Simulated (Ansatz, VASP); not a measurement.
## HgS: VASP beside Ansatz

```
Hg S
1.0
     0.00000    2.93290    2.93290
     2.93290    0.00000    2.93290
     2.93290    2.93290    0.00000
Hg S
1 1
Direct
  0.00000 0.00000 0.00000
  0.75000 0.75000 0.75000
```

Alike in both runs: task single point; functional PBEsol; k mesh 8 × 8 × 8; occupations gaussian, width 0.05 eV; no spin polarisation.

|  | VASP | Ansatz |
| --- | --- | --- |
| version | VASP 6.6.1 | Ansatz 0.2.0 |
| potentials or method | VASP PAW PBE potentials, release 64 (Hg, S), cutoff 500 eV | scalar-relativistic, plane waves, PAW |
| valence electrons in the cell | 18 | 26 |

VASP gave:

* gap on the k mesh at the Fermi level (eV): none
* pressure (GPa): 0.7

Question: What did Ansatz give for the same quantities?

Answer: gap on the k mesh at the Fermi level (eV): none; pressure (GPa): 0.3.

VASP's potentials were made for PBE, not for PBEsol. A gap of «none» marks a metal or a gap that the smearing closes. With one functional, cell and mesh, what is left measures potentials, basis and numerics. VASP's potentials hold 18 valence electrons a cell and Ansatz's 26, so a difference there can come from the potentials and not from the codes.

Neither program's run includes spin-orbit coupling.
